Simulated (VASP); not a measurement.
# Br (Fm-3m) in VASP: notebook

Runs on Br. Level: PBE. Tasks: single point.

All numbers are computed with VASP 6.6.1; they aren't measurements. Logs are shortened: lines on timing, memory, paths and dates and some standing lists are left out, and cuts for length are marked.

## Step 1: The cell of the first run

Symmetry: Fm-3m, No. 225, cubic system. The conventional cell has a = 3.620 Å, b = 3.620 Å, c = 3.620 Å, α = 90.00°, β = 90.00°, γ = 90.00°. Br (site symmetry m-3m) has 12 Br at 2.56 Å within 3.4 Å.

## Step 2: Single point, PBE (volume scaled by 0.45)

The input, INCAR:

```
SYSTEM = Br
  ALGO = Normal
  EDIFF = 1E-6
  ENCUT = 520
  GGA = PE
  ISIF = 2
  ISMEAR = -1
  LASPH = .TRUE.
  LCHARG = .TRUE.
  LELF = .TRUE.
  LREAL = .FALSE.
  LVHAR = .TRUE.
  LWAVE = .FALSE.
  NBANDS = 10
  NELM = 100
  PREC = Accurate
  SIGMA = 0.05
```

The input, KPOINTS:

```
k-points
0
G
  14 14 14
  0 0 0
```

The input, POSCAR:

```
Br
1.0
    0.0000000000      1.8101779316      1.8101779316
    1.8101779316      0.0000000000      1.8101779316
    1.8101779316      1.8101779316      0.0000000000
Br
1
Direct
    0.0000000000      0.0000000000      0.0000000000
```

Potentials or basis: VASP PAW PBE potentials, release 64 (Br).

Launch:

```console
> cat potpaw_PBE.64/Br/POTCAR > POTCAR
> mpirun -np 1 vasp_std > vasp.out
```

OUTCAR:

```text
SYSTEM = Br
   EDIFF = 1E-6
   ENCUT = 520
   GGA = PE
   ISIF = 2
   ISMEAR = -1
   LASPH = .TRUE.
   LREAL = .FALSE.
   NELM = 100
   PREC = Accurate

 ion  position               nearest neighbor table
   1  0.000  0.000  0.000-

  LATTYP: Found a face centered cubic cell.
 ALAT       =     3.6203558632

  Lattice vectors:

 A1 = (   0.0000000000,   1.8101779316,   1.8101779316)
 A2 = (   1.8101779316,   0.0000000000,   1.8101779316)
 A3 = (   1.8101779316,   1.8101779316,   0.0000000000)

Analysis of symmetry for initial positions (statically):
=====================================================================
 Subroutine PRICEL returns:
 Original cell was already a primitive cell.

 Routine SETGRP: Setting up the symmetry group for a
 face centered cubic supercell.

 Subroutine GETGRP returns: Found 48 space group operations
 (whereof 48 operations were pure point group operations)
 out of a pool of 48 trial point group operations.

The static configuration has the point symmetry O_h .

Analysis of symmetry for dynamics (positions and initial velocities):
=====================================================================
 Subroutine PRICEL returns:
 Original cell was already a primitive cell.

 Routine SETGRP: Setting up the symmetry group for a
 face centered cubic supercell.

 Subroutine GETGRP returns: Found 48 space group operations
 (whereof 48 operations were pure point group operations)
 out of a pool of 48 trial point group operations.

The dynamic configuration has the point symmetry O_h .

 Subroutine INISYM returns: Found 48 space group operations
 (whereof 48 operations are pure point group operations),
 and found     1 'primitive' translations

----------------------------------------------------------------------------------------

                                     Primitive cell

  volume of cell :      11.8630

  direct lattice vectors                    reciprocal lattice vectors
     0.000000000  1.810177932  1.810177932    -0.276215941  0.276215941  0.276215941
     1.810177932  0.000000000  1.810177932     0.276215941 -0.276215941  0.276215941
     1.810177932  1.810177932  0.000000000     0.276215941  0.276215941 -0.276215941

  length of vectors
     2.559978181  2.559978181  2.559978181     0.478420043  0.478420043  0.478420043

  position of ions in fractional coordinates (direct lattice)
     0.000000000  0.000000000  0.000000000

  ion indices of the primitive-cell ions
   primitive index   ion index
                 1           1

----------------------------------------------------------------------------------------

 KPOINTS: k-points

Automatic generation of k-mesh.
 Grid dimensions read from file:
 generate k-points for:   14   14   14

 Generating k-lattice:

  Cartesian coordinates                     Fractional coordinates (reciprocal lattice)
    -0.019729710  0.019729710  0.019729710     0.071428571  0.000000000  0.000000000
     0.019729710 -0.019729710  0.019729710     0.000000000  0.071428571  0.000000000
     0.019729710  0.019729710 -0.019729710     0.000000000  0.000000000  0.071428571

  Length of vectors
     0.034172860  0.034172860  0.034172860

  Shift w.r.t. Gamma in fractional coordinates (k-lattice)
     0.000000000  0.000000000  0.000000000

 Subroutine IBZKPT returns following result:
 ===========================================

 Found    104 irreducible k-points:

 Following reciprocal coordinates:
            Coordinates               Weight
  0.000000  0.000000  0.000000      1.000000
  0.071429  0.000000  0.000000      8.000000
  0.142857  0.000000  0.000000      8.000000
  0.214286  0.000000  0.000000      8.000000
  0.285714  0.000000  0.000000      8.000000
  0.357143  0.000000  0.000000      8.000000
[... 16 lines left out ...]
  0.214286  0.142857  0.000000     24.000000
  0.285714  0.142857  0.000000     24.000000
 [... further k-points ...]
   k-points           NKPTS =    104   k-points in BZ     NKDIM =    104   number of bands    NBANDS=     10
   number of dos      NEDOS =    301   number of ions     NIONS =      1
   total plane-waves  NPLWV =   8000
   dimension x,y,z NGX =    20 NGY =   20 NGZ =   20
   dimension x,y,z NGXF=    40 NGYF=   40 NGZF=   40
   ions per type =               1
   NGX,Y,Z   is equivalent  to a cutoff of  12.99, 12.99, 12.99 a.u.
   NGXF,Y,Z  is equivalent  to a cutoff of  25.98, 25.98, 25.98 a.u.
 SYSTEM =  Br
   PREC   = accura    normal or accurate (medium, high low for compatibility)
   ISTART =      0    job   : 0-new  1-cont  2-samecut
   ICHARG =      2    charge: 1-file 2-atom 10-const
   ISPIN  =      1    spin polarized calculation?
   LNONCOLLINEAR =      F non collinear calculations
   LSORBIT =      F    spin-orbit coupling
   LASPH  =      T    aspherical Exc in radial PAW
   ENCUT  =  520.0 eV  38.22 Ry    6.18 a.u.   4.76  4.76  4.76*2*pi/ulx,y,z
   NELM   =    100;   NELMIN=  2; NELMDL= -5     # of ELM steps
   EDIFF  = 0.1E-05   stopping-criterion for ELM
   LREAL  =      F    real-space projection
   EDIFFG = 0.1E-04   stopping-criterion for IOM
   NSW    =      0    number of steps for IOM
   IBRION =     -1    ionic relax: 0-MD 1-quasi-New 2-CG
   NFREE  =      0    steps in history (QN), initial steepest desc. (CG)
   ISIF   =      2    stress and relaxation
   ISYM   =      2    0-nonsym 1-usesym 2-fastsym
   POTIM  = 0.5000    time-step for ionic-motion
   TEBEG  =    0.0;   TEEND  =   0.0 temperature during run
   PSTRESS=    0.0 pullay stress
   NELECT =       7.0000    total number of electrons
   NUPDOWN=      -1.0000    fix difference up-down
   EMIN   =  10.00;   EMAX   =-10.00  energy-range for DOS
   EFERMI =   0.00;   METHOD = LEGACY
   ISMEAR =    -1;   SIGMA  =   0.05  broadening in eV -4-tet -1-fermi 0-gaus
   EFERMI_NEDOS =   21; number of points for ismear=-14 and -15
   IALGO  =     38    algorithm
   IMIX   =      4    mixing-type and parameters
     AMIX     =   0.40;   BMIX     =  1.00
     AMIX_MAG =   1.60;   BMIX_MAG =  1.00
  volume/ion in A,a.u.               =      11.86        80.06
  Fermi-wavevector in a.u.,A,eV,Ry     =   1.373123  2.594827 25.653349  1.885468
  Thomas-Fermi vector in A             =   2.498669
   LORBIT       =      0    0 simple, 1 ext, 2 COOP (PROOUT), +10 PAW based schemes
   GGA     = PE    functional components
   LHFCALC =     F    Hartree Fock is set to
   AEXX    =    0.0000 exact exchange contribution
   IVDW    =     0    specifies the selected vdW correction
   LEPSILON=     F    determine dielectric tensor
   LRPA    =     F    only Hartree local field effects (RPA)
 non-spin polarized calculation
  energy-cutoff  :      520.00
  volume of cell :       11.86
 maximum number of plane-waves:       332
   NGX =  9   NGY =  9   NGZ =  9

 number of electron       7.0000000 magnetization

 Free energy of the ion-electron system (eV)
  ---------------------------------------------------
  ext. energy  EPLUGINS =         0.00000000
  ---------------------------------------------------
  free energy    TOTEN  =         2.47675648 eV

  energy without entropy =        2.48109567  energy(sigma->0) =        2.47892607

 E-fermi :  14.1431     XC(G=0): -13.3737

 val. band max:       14.0868521451   @ k =  -0.2143   0.2857   0.0714
 cond. band min:      14.1475775111   @ k =   0.2857   0.1429   0.0000
 fundamental gap:      0.0607253660
 Fermi energy:        14.1431005012

 k-point     1 :       0.0000    0.0000    0.0000
  band No.  band energies     occupation
      1     -10.3704      2.00000
      2      17.7779      0.00000
      3      17.7779      0.00000
      4      17.7779      0.00000
      5      26.3463      0.00000
      6      26.3463      0.00000
      7      26.3463      0.00000
      8      30.4153      0.00000
      9      31.3613      0.00000
     10      34.7460      0.00000

 k-point     2 :       0.0714    0.0000    0.0000
  band No.  band energies     occupation
      1     -10.2047      2.00000
      2      16.4885      0.00000
      3      17.5824      0.00000
      4      17.5824      0.00000
      5      25.8642      0.00000
      6      26.7123      0.00000
      7      26.7123      0.00000
      8      31.7636      0.00000
      9      32.1303      0.00000
     10      33.5739      0.00000

 k-point     3 :       0.1429    0.0000    0.0000
  band No.  band energies     occupation
      1      -9.7098      2.00000
      2      13.6347      1.99992
      3      17.1082      0.00000
      4      17.1082      0.00000
      5      25.1499      0.00000
      6      27.4896      0.00000
      7      27.4896      0.00000
      8      32.0890      0.00000
      9      32.0890      0.00000
     10      32.8863      0.00000

 k-point     4 :       0.2143    0.0000    0.0000
  band No.  band energies     occupation
      1      -8.8928      2.00000
      2      10.3732      2.00000
      3      16.5545      0.00000
      4      16.5545      0.00000
      5      24.5602      0.00000
      6      27.5896      0.00000
      7      27.5896      0.00000
      8      32.0900      0.00000
      9      32.0900      0.00000
     10      32.5272      0.00000
[... 222 lines left out ...]
 k-point    22 :       0.1429    0.1429    0.0000
  band No.  band energies     occupation
      1      -9.4888      2.00000
      2      15.2323      0.00000
      3      15.4698      0.00000
      4      15.4698      0.00000
      5      22.7365      0.00000
      6      27.1196      0.00000
      7      29.7946      0.00000
      8      29.7946      0.00000
      9      35.1611      0.00000
     10      35.5350      0.00000

 k-point    23 :       0.2143    0.1429    0.0000
  band No.  band energies     occupation
      1      -8.8874      2.00000
      2      12.6532      2.00000
      3      14.7093      0.00002
      4      15.3196      0.00000
      5      22.4055      0.00000
      6      25.4670      0.00000
      7      30.4221      0.00000
      8      30.8894      0.00000
      9      35.4538      0.00000
     10      36.8971      0.00000

 k-point    24 :       0.2857    0.1429    0.0000
  band No.  band energies     occupation
      1      -7.9702      2.00000
      2       9.6042      2.00000
      3      14.1476      0.95526
      4      14.6399      0.00010
      5      22.4769      0.00000
      6      25.1848      0.00000
      7      30.3913      0.00000
      8      30.6753      0.00000
      9      36.4065      0.00000
     10      36.4732      0.00000

 [... further k-points ...]
[... 5 lines left out ...]
  --------------------------------------------------------------------------------------
  -------------------------------------------------------------------------------------
  Total       12.0902269     12.0902269     12.0902269      0.0000000     -0.0000000      0.0000000
  in kB     1632.8686159   1632.8686159   1632.8686159      0.0000000     -0.0000000      0.0000000
  external PRESSURE =    1632.8686159 kB  Pullay stress =       0.0000000 kB

 VOLUME and BASIS-vectors are now :
 -----------------------------------------------------------------------------
  energy-cutoff  :      520.00
  volume of cell :       11.86
      direct lattice vectors                 reciprocal lattice vectors
     0.000000000  1.810177932  1.810177932    -0.276215941  0.276215941  0.276215941
     1.810177932  0.000000000  1.810177932     0.276215941 -0.276215941  0.276215941
     1.810177932  1.810177932  0.000000000     0.276215941  0.276215941 -0.276215941

 POSITION                                       TOTAL-FORCE (eV/Angst)
 -----------------------------------------------------------------------------------
      0.00000      0.00000      0.00000         0.000000      0.000000      0.000000
 -----------------------------------------------------------------------------------
    total drift:                                0.000000      0.000000     -0.000000

  FREE ENERGIE OF THE ION-ELECTRON SYSTEM (eV)
  ---------------------------------------------------
  free  energy   TOTEN  =         2.4767564785 eV

  energy  without entropy=        2.4810956680  energy(sigma->0) =        2.47892607
```

Run time: 4.5 s. Hardware: 1 thread of Intel Xeon 6975P-C (Granite Rapids), shared host; peak memory 0.13 GiB.

Results:

```yaml
Free_energy: 2.4768 eV
Pressure: 163.3 GPa
```

Levels at points of the mesh, in eV from the Fermi level:
```tsv
k point	band 1	band 2	band 3	band 4	band 5	band 6	band 7	band 8	band 9
(0.00, 0.00, 0.00)	-24.51	3.63	3.63	3.63	12.20	12.20	12.20	16.27	17.22
(0.50, 0.00, 0.00)	-18.26	-13.43	1.23	1.23	9.64	10.87	10.87	14.78	27.53
(0.50, 0.50, 0.00)	-15.54	-11.99	-3.56	-3.56	3.02	3.27	28.28	30.28	30.28
```

Caveat: an odd number of electrons without spin polarisation forces a metal; a magnetic or distorted state may lie lower.

## Step 3: Single point, PBE (volume scaled by 0.52)

The input, INCAR:

```
PREC     = Accurate       # precision mode
ENCUT    = 520            # plane-wave cutoff, eV
EDIFF    = 1E-6           # SCF threshold, eV
ISMEAR   = -1             # smearing method
SIGMA    = 0.05           # smearing width, eV
LREAL    = F              # projectors in reciprocal space
LASPH    = T              # aspherical terms in the spheres
NELM     = 100            # most SCF steps
ALGO     = Normal         # electronic algorithm
ISIF     = 2              # what is computed and relaxed
LWAVE    = F              # write WAVECAR
LCHARG   = F              # write CHGCAR
GGA      = PE             # functional
NBANDS   = 10             # bands
```

The input, KPOINTS:

```
Automatic mesh
0
Gamma
  14 14 14
```

The input, POSCAR:

```
Br
1.0
    0.0000000000      1.8995535562      1.8995535562
    1.8995535562      0.0000000000      1.8995535562
    1.8995535562      1.8995535562      0.0000000000
Br
1
Direct
    0.0000000000      0.0000000000      0.0000000000
```

Potentials or basis: VASP PAW PBE potentials, release 64 (Br).

Launch:

```console
> cat potpaw_PBE.64/Br/POTCAR > POTCAR
> mpirun -np 1 vasp_std > vasp.out
```

Run time: 4.5 s. Hardware: 1 thread of Intel Xeon 6975P-C (Granite Rapids), shared host; peak memory 0.13 GiB.

The run converged. Its results:

| Property | Result |
| --- | --- |
| Free energy | 1.0246 eV |
| Pressure | 95.5 GPa |

Levels at points of the mesh, in eV from the Fermi level:
| k point | band 1 | band 2 | band 3 | band 4 | band 5 | band 6 | band 7 | band 8 |
| --- | --- | --- | --- | --- | --- | --- | --- | --- |
| (0.00, 0.00, 0.00) | -22.12 | 2.83 | 2.83 | 2.83 | 12.32 | 12.32 | 12.32 | 14.79 |
| (0.50, 0.00, 0.00) | -17.09 | -11.29 | 0.91 | 0.91 | 9.11 | 11.16 | 11.16 | 15.10 |
| (0.50, 0.50, 0.00) | -15.00 | -10.08 | -2.95 | -2.95 | 3.72 | 4.37 | 26.44 | 28.27 |

Caveat: an odd number of electrons without spin polarisation forces a metal; a magnetic or distorted state may lie lower.

## Step 4: Single point, PBE (volume scaled by 0.6)

The input, INCAR:

```
ALGO = Normal ; EDIFF = 1E-6
ENCUT = 520 ; GGA = PE
ISIF = 2 ; ISMEAR = -1
LASPH = T ; LCHARG = F
LREAL = F ; LWAVE = F
NBANDS = 10 ; NELM = 60
PREC = Accurate ; SIGMA = 0.05
```

The input, KPOINTS:

```
k-points
0
Gamma
  14 14 14
```

The input, POSCAR:

```
Br
1.0
    0.0000000000      1.9923586125      1.9923586125
    1.9923586125      0.0000000000      1.9923586125
    1.9923586125      1.9923586125      0.0000000000
Br
1
Direct
    0.0000000000      0.0000000000      0.0000000000
```

Launch:

```console
> cat potpaw_PBE.64/Br/POTCAR > POTCAR
> mpirun -np 1 vasp_std > vasp.out
```

Wall time 5.1 s (1 thread of Intel Xeon 6975P-C (Granite Rapids), shared host); peak memory 0.14 GiB.

It converged, with:

* Free energy: 0.0749 eV
* Pressure: 53.1 GPa

Levels at points of the mesh, in eV from the Fermi level:
| k point | band 1 | band 2 | band 3 | band 4 | band 5 | band 6 | band 7 | band 8 |
| --- | --- | --- | --- | --- | --- | --- | --- | --- |
| (0.00, 0.00, 0.00) | -20.07 | 2.21 | 2.21 | 2.21 | 12.44 | 12.44 | 12.44 | 12.72 |
| (0.50, 0.00, 0.00) | -16.11 | -9.41 | 0.69 | 0.69 | 8.77 | 11.42 | 11.42 | 15.28 |
| (0.50, 0.50, 0.00) | -14.54 | -8.39 | -2.41 | -2.41 | 4.46 | 5.35 | 24.84 | 26.49 |

Caveat: an odd number of electrons without spin polarisation forces a metal; a magnetic or distorted state may lie lower.

## Step 5: The runs side by side

```tsv
cell	gap on the mesh (eV)	pressure (GPa)
a = 2.560 Å, angles 60.0°, 1 atom	none	163.3
a = 2.686 Å, angles 60.0°, 1 atom	none	95.5
a = 2.818 Å, angles 60.0°, 1 atom	none	53.1
```

Alike in all rows: task single point; level PBE; potentials or basis VASP PAW PBE potentials, release 64 (Br); no spin polarisation; k mesh 14 × 14 × 14; cutoff (eV) 520; smearing fermi-dirac 0.05 eV.

Caveats: an odd number of electrons without spin polarisation forces a metal; a magnetic or distorted state may lie lower.

Absolute energies hang on the potentials; compare differences alone.
